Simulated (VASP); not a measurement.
**Yb: single point with PBE**

The system is Yb.

```
Yb
1.0
     0.00000    2.54540    2.74980
     2.54540    0.00000    2.74980
     2.54540    2.54540    0.00000
Yb
1
Cartesian
  0.0000 0.0000 0.0000
```

This cell differs from its parent crystal: volume 35.632 Å^3 an atom, c/a of the conventional cell 1.0803.

```yaml
Program: VASP 6.6.1
Task: single point
Functional: PBE
Potentials_or_basis: VASP PAW PBE potentials, release 64 (Yb)
Cutoff: 520 eV
k_mesh: 16 × 16 × 16
Occupations: gaussian, width 0.15 eV
Spin: no spin polarisation
Dipole_correction: no
Further_INCAR_settings: ALGO = Fast; EDIFF = 1e-07; NBANDS = 18
```

| Item | Value |
| --- | --- |
| Pressure | -0.3 GPa |
| Band gap on the k mesh | zero (band 12 reaches 1.67 eV, above the bottom of band 13 at 1.64 eV) |

Stress tensor (GPa, compression positive):
```
 0.07  0.00  0.00
 0.00  0.07  0.00
 0.00  0.00 -0.90
```

Levels at points of the mesh, in eV from the Fermi level:
```csv
k point,band 9,band 10,band 11,band 12,band 13,band 14,band 15,band 16
"(0.00, 0.00, 0.00)",-0.39,-0.30,-0.30,-0.30,2.48,3.08,3.08,4.43
"(0.50, 0.00, 0.00)",-0.40,-0.32,-0.31,-0.30,0.38,2.28,3.00,6.44
"(0.50, 0.50, 0.00)",-0.38,-0.35,-0.34,-0.34,0.22,1.43,6.69,7.01
"(0.50, 0.00, 0.50)",-0.39,-0.33,-0.32,-0.32,0.02,2.05,6.29,6.69
```

Wall time 9.6 min on 1 thread of Intel(R) Xeon(R) Platinum 8488C (Sapphire Rapids), with other jobs on the host, peak memory 0.38 GiB.

Caveat: spin-orbit coupling is left out, which moves the levels of the heavy elements. Spin polarisation is off, so any magnetic state and its effect on volume and gap are missing.
